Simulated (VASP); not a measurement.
# WC (P1) in VASP: a series of runs, part 2 of 2

VASP 6.6.1.

## (3) Single point, PBEsol

The input, INCAR:

```
ALGO = Normal ; EDIFF = 1E-6
ENCUT = 520 ; GGA = PS
ISIF = 2 ; ISMEAR = -1
LASPH = True ; LCHARG = True
LELF = True ; LREAL = Auto
LVHAR = True ; LWAVE = False
NBANDS = 86 ; NELM = 80
PREC = Accurate ; SIGMA = 0.24
```

The input, KPOINTS:

```
k-points
0
Gamma
  2 2 2
```

The input, POSCAR:

```
WC
1.0
   -3.0377760000     -5.2615820000      0.0000000000
    4.5566640000     -2.6307910000      0.0000000000
    0.0000000000      0.0000000000      5.9303420000
W C
8 8
Direct
    0.7494857310      0.4852606569      0.0034905238
    0.7396519382      0.5359835410      0.4648129905
    0.5055525431     -0.0294611623     -0.0521723705
    0.5003679739      0.0179310615      0.4153723343
    0.2758994798      0.4846573761     -0.0301837567
    0.2475399391      0.5254877002      0.4772068795
   -0.0133343337     -0.0246466974     -0.0561519049
    0.0124084930      0.0116739400      0.4054234983
    0.4745713603      0.6536451862      0.2364450482
    0.4828966198      0.7018800952      0.7081547742
    0.2563326266      0.1321978318      0.1750489264
    0.2689548132      0.2017538437      0.7160463933
    0.0068070423      0.6780790222      0.2174242228
    0.0757705131      0.6797678842      0.6925232980
    0.7904336969      0.2167288424      0.2743012123
    0.7422286120      0.1743214475      0.6883076895
```

Potentials or basis: VASP PAW PBE potentials, release 64 (W_sv, C).

Started as:

```sh
$ cat potpaw_PBE.64/W_sv/POTCAR potpaw_PBE.64/C/POTCAR > POTCAR
$ mpirun -np 1 vasp_std > vasp.out
```

OUTCAR:

```text
EDIFF = 1E-6
   ENCUT = 520
   GGA = PS
   ISIF = 2
   ISMEAR = -1
   LASPH = True
   LREAL = Auto
   NELM = 80
   PREC = Accurate

 ion  position               nearest neighbor table
   1  0.749  0.485  0.003-  15 2.15  13 2.25   9 2.34  16 2.48  10 2.64   2 2.75   5 2.88   3 2.97
                             7 2.98   7 3.07   3 3.10   5 3.20   2 3.21
   2  0.740  0.536  0.465-  15 2.05   9 2.19  10 2.30  13 2.31  16 2.32  14 2.56   1 2.75   4 2.94
                             6 2.99   8 3.02   6 3.09   4 3.10   1 3.21   8 3.24
   3  0.506  0.971  0.948-  10 2.01  11 2.20  12 2.33  16 2.36   9 2.40   4 2.78   5 2.92   7 2.92
                             1 2.97   5 3.05   1 3.10   7 3.15   4 3.17
   4  0.500  0.018  0.415-  11 2.14   9 2.20  15 2.21  16 2.34  10 2.41  12 2.47   3 2.78   2 2.94
                             8 2.97   6 3.03   6 3.10   2 3.10   8 3.11   3 3.17
   5  0.276  0.485  0.970-  12 2.12   9 2.18  11 2.22  14 2.29  10 2.30  13 2.42   1 2.88   3 2.92
                             6 2.93   6 3.02   3 3.05   7 3.13   1 3.20   7 3.21
   6  0.248  0.525  0.477-  14 1.84   9 2.10  10 2.19  12 2.22  13 2.27  11 2.74   5 2.93   8 2.96
                             2 2.99   5 3.02   4 3.03   2 3.09   8 3.09   4 3.10
   7  0.987  0.975  0.944-  14 2.22  13 2.26  11 2.29  16 2.37  12 2.49  15 2.62   8 2.75   3 2.92
                             1 2.98   1 3.07   5 3.13   3 3.15   8 3.20   5 3.21
   8  0.012  0.012  0.405-  15 1.89  13 2.08  11 2.11  14 2.47  16 2.50  12 2.61   7 2.75   6 2.96
                             4 2.97   2 3.02   6 3.09   4 3.11   7 3.20   2 3.24
   9  0.475  0.654  0.236-   6 2.10   5 2.18   2 2.19   4 2.20   1 2.34   3 2.40
  10  0.483  0.702  0.708-   3 2.01   6 2.19   2 2.30   5 2.30   4 2.41   1 2.64
  11  0.256  0.132  0.175-   8 2.11   4 2.14   3 2.20   5 2.22   7 2.29   6 2.74
  12  0.269  0.202  0.716-   5 2.12   6 2.22   3 2.33   4 2.47   7 2.49   8 2.61
  13  0.007  0.678  0.217-   8 2.08   1 2.25   7 2.26   6 2.27   2 2.31   5 2.42
  14  0.076  0.680  0.693-   6 1.84   7 2.22   5 2.29   8 2.47   2 2.56
  15  0.790  0.217  0.274-   8 1.89   2 2.05   1 2.15   4 2.21   7 2.62
  16  0.742  0.174  0.688-   2 2.32   4 2.34   3 2.36   7 2.37   1 2.48   8 2.50

  LATTYP: Found a simple orthorhombic cell.
 ALAT       =     5.2615822805
 B/A-ratio  =     1.1271023969
 C/A-ratio  =     1.1547004973

  Lattice vectors:

 A1 = (   4.5566640000,  -2.6307910000,   0.0000000000)
 A2 = (   0.0000000000,   0.0000000000,   5.9303420000)
 A3 = (  -3.0377760000,  -5.2615820000,   0.0000000000)

Analysis of symmetry for initial positions (statically):
=====================================================================
 Subroutine PRICEL returns:
 Original cell was already a primitive cell.

 Routine SETGRP: Setting up the symmetry group for a
 simple orthorhombic supercell.

 Subroutine GETGRP returns: Found  1 space group operations
 (whereof  1 operations were pure point group operations)
 out of a pool of  8 trial point group operations.

The static configuration has the point symmetry C_1 .

Analysis of symmetry for dynamics (positions and initial velocities):
=====================================================================
 Subroutine PRICEL returns:
 Original cell was already a primitive cell.

 Routine SETGRP: Setting up the symmetry group for a
 simple orthorhombic supercell.

 Subroutine GETGRP returns: Found  1 space group operations
 (whereof  1 operations were pure point group operations)
 out of a pool of  8 trial point group operations.

The dynamic configuration has the point symmetry C_1 .

 Subroutine INISYM returns: Found  1 space group operations
 (whereof  1 operations are pure point group operations),
 and found     1 'primitive' translations

----------------------------------------------------------------------------------------

[... 92 lines left out ...]
   NGXF,Y,Z  is equivalent  to a cutoff of  26.27, 25.28, 26.91 a.u.
 SYSTEM =  unknown system
   PREC   = accura    normal or accurate (medium, high low for compatibility)
   ISTART =      0    job   : 0-new  1-cont  2-samecut
   ICHARG =      2    charge: 1-file 2-atom 10-const
   ISPIN  =      1    spin polarized calculation?
   LNONCOLLINEAR =      F non collinear calculations
   LSORBIT =      F    spin-orbit coupling
   LASPH  =      T    aspherical Exc in radial PAW
   ENCUT  =  520.0 eV  38.22 Ry    6.18 a.u.  11.30  9.78 11.03*2*pi/ulx,y,z
   NELM   =     80;   NELMIN=  2; NELMDL= -5     # of ELM steps
   EDIFF  = 0.1E-05   stopping-criterion for ELM
   LREAL  =      T    real-space projection
   EDIFFG = 0.1E-04   stopping-criterion for IOM
   NSW    =      0    number of steps for IOM
   IBRION =     -1    ionic relax: 0-MD 1-quasi-New 2-CG
   NFREE  =      0    steps in history (QN), initial steepest desc. (CG)
   ISIF   =      2    stress and relaxation
   ISYM   =      2    0-nonsym 1-usesym 2-fastsym
   POTIM  = 0.5000    time-step for ionic-motion
   TEBEG  =    0.0;   TEEND  =   0.0 temperature during run
   PSTRESS=    0.0 pullay stress
   NELECT =     144.0000    total number of electrons
   NUPDOWN=      -1.0000    fix difference up-down
   EMIN   =  10.00;   EMAX   =-10.00  energy-range for DOS
   EFERMI =   0.00;   METHOD = LEGACY
   ISMEAR =    -1;   SIGMA  =   0.24  broadening in eV -4-tet -1-fermi 0-gaus
   EFERMI_NEDOS =   21; number of points for ismear=-14 and -15
   IALGO  =     38    algorithm
   IMIX   =      4    mixing-type and parameters
     AMIX     =   0.40;   BMIX     =  1.00
     AMIX_MAG =   1.60;   BMIX_MAG =  1.00
  volume/ion in A,a.u.               =      11.85        79.96
  Fermi-wavevector in a.u.,A,eV,Ry     =   1.493717  2.822716 30.357198  2.231191
  Thomas-Fermi vector in A             =   2.606082
   LORBIT       =      0    0 simple, 1 ext, 2 COOP (PROOUT), +10 PAW based schemes
   GGA     = PS    functional components
   LHFCALC =     F    Hartree Fock is set to
   AEXX    =    0.0000 exact exchange contribution
   IVDW    =     0    specifies the selected vdW correction
   LEPSILON=     F    determine dielectric tensor
   LRPA    =     F    only Hartree local field effects (RPA)
 non-spin polarized calculation
  energy-cutoff  :      520.00
  volume of cell :      189.58
 maximum number of plane-waves:      5127
 NGX is ok and might be reduce to    48
   NGX = 23   NGY = 19   NGZ = 23

 number of electron     144.0000001 magnetization

 Free energy of the ion-electron system (eV)
  ---------------------------------------------------
  ext. energy  EPLUGINS =         0.00000000
  ---------------------------------------------------
  free energy    TOTEN  =      -180.41915400 eV

  energy without entropy =     -179.19523469  energy(sigma->0) =     -179.80719435

 E-fermi :   9.5187     XC(G=0): -13.1483

 val. band max:        9.4507116167   @ k =   0.5000  -0.0000   0.5000
 cond. band min:       9.5308601240   @ k =   0.0000   0.0000   0.0000
 fundamental gap:      0.0801485073
 Fermi energy:         9.5186766631

 k-point     1 :       0.0000    0.0000    0.0000
  band No.  band energies     occupation
      1     -65.0153      2.00000
      2     -64.9416      2.00000
      3     -64.8870      2.00000
      4     -64.8747      2.00000
      5     -64.8339      2.00000
      6     -64.7961      2.00000
[... 685 lines left out ...]
     83      12.3913      0.00001
     84      12.5210      0.00001
 [bands above 84 left out]

------------------------ aborting loop because EDIFF is reached ----------------------------------------

  FORCE on cell =-STRESS in cart. coord.  units (eV):
  Direction    XX          YY          ZZ          XY          YZ          ZX
  --------------------------------------------------------------------------------------
  -------------------------------------------------------------------------------------
  Total      -23.1270794    -28.3818230    -27.1861207      2.0044698     -0.9291670      4.9716590
  in kB     -195.4562440   -239.8661939   -229.7608337     16.9405803     -7.8527642     42.0174887
  external PRESSURE =    -221.6944239 kB  Pullay stress =       0.0000000 kB

 VOLUME and BASIS-vectors are now :
 -----------------------------------------------------------------------------
  energy-cutoff  :      520.00
  volume of cell :      189.58
      direct lattice vectors                 reciprocal lattice vectors
    -3.037776000 -5.261582000  0.000000000    -0.082297049 -0.142542680  0.000000000
     4.556664000 -2.630791000  0.000000000     0.164594098 -0.095028453  0.000000000
     0.000000000  0.000000000  5.930342000     0.000000000  0.000000000  0.168624339

 POSITION                                       TOTAL-FORCE (eV/Angst)
 -----------------------------------------------------------------------------------
     -0.06560     -5.22010      0.02070         0.194649     -0.011615     -2.889961
      0.19540     -5.30180      2.75650        -1.396353     -0.728756      2.249510
      2.88666     -5.21329      5.62094         2.948891     -0.807615     -0.678985
     -1.43830     -2.67990      2.46330        -0.338303     -0.363993      4.630268
      1.37030     -2.72670      5.75134         1.499170      1.350033     -0.810641
      1.64250     -2.68490      2.83000        -4.300312     -0.415400     -2.941573
[... 8 lines left out ...]
     -1.41360     -4.72910      1.62670         1.331735      2.425875     -4.573337
     -1.46040     -4.36390      4.08190        -0.114889     -0.502436      1.541343
 -----------------------------------------------------------------------------------
    total drift:                                0.025103     -0.010648     -0.014649

  FREE ENERGIE OF THE ION-ELECTRON SYSTEM (eV)
  ---------------------------------------------------
  free  energy   TOTEN  =      -180.4191540048 eV

  energy  without entropy=     -179.1952346942  energy(sigma->0) =     -179.80719435
```

Wall time 2.5 min (1 thread of Intel Xeon 6975P-C (Granite Rapids), shared host); peak memory 0.33 GiB.

Results:

```yaml
Free_energy: -180.4192 eV
Pressure: -22.2 GPa
Largest_force: 7.012 eV/Å
Band_gap_on_the_k_mesh: zero (bands 72 and 73 overlap by 0.27 eV)
```

Forces in eV/Å, atoms in the order of the input:
```
W    0.195 -0.012 -2.890
W   -1.396 -0.729  2.250
W    2.949 -0.808 -0.679
W   -0.338 -0.364  4.630
W    1.499  1.350 -0.811
W   -4.300 -0.415 -2.942
W    0.126 -2.329 -1.575
W   -1.326 -0.706  6.724
C   -0.268 -2.437 -2.014
C   -2.020 -0.028 -0.906
C    0.624 -0.277 -0.451
C   -1.733  1.172 -1.102
C   -0.396  0.930 -1.076
C    5.168  2.730  3.874
C    1.332  2.426 -4.573
C   -0.115 -0.502  1.541
```

Levels at points of the mesh, in eV from the Fermi level:
```tsv
k point	band 68	band 69	band 70	band 71	band 72	band 73	band 74	band 75	band 76	band 77
(0.00, 0.00, 0.00)	-0.87	-0.67	-0.55	-0.18	0.01	0.16	0.26	0.71	1.36	1.68
(0.50, 0.00, 0.00)	-1.13	-1.05	-0.84	-0.34	0.11	0.24	0.41	0.62	0.74	1.00
(0.00, 0.50, 0.00)	-1.01	-0.96	-0.60	-0.08	0.20	0.75	0.81	1.08	1.34	1.56
(0.50, 0.50, 0.00)	-1.43	-1.26	-1.17	-0.88	-0.67	0.31	0.63	1.06	1.24	1.53
(0.00, 0.00, 0.50)	-1.14	-1.13	-0.81	-0.40	-0.10	0.10	0.32	1.03	1.23	1.43
(0.50, 0.00, 0.50)	-1.35	-1.03	-0.83	-0.59	-0.19	-0.07	0.18	0.22	0.31	1.00
(0.00, 0.50, 0.50)	-1.00	-0.92	-0.82	-0.68	-0.33	0.42	0.55	0.78	0.98	1.27
(0.50, 0.50, 0.50)	-1.38	-1.26	-1.18	-0.82	-0.68	-0.07	0.45	0.89	1.07	1.22
```

Caveat: the k points lie up to 0.60 Å⁻¹ apart; the PAW data sets were made with another functional, which shifts forces and pressure a little; spin-orbit coupling is left out, which moves the levels of the heavy elements.

The gap in the log of VASP goes by the Fermi energy; the results here count the filled bands.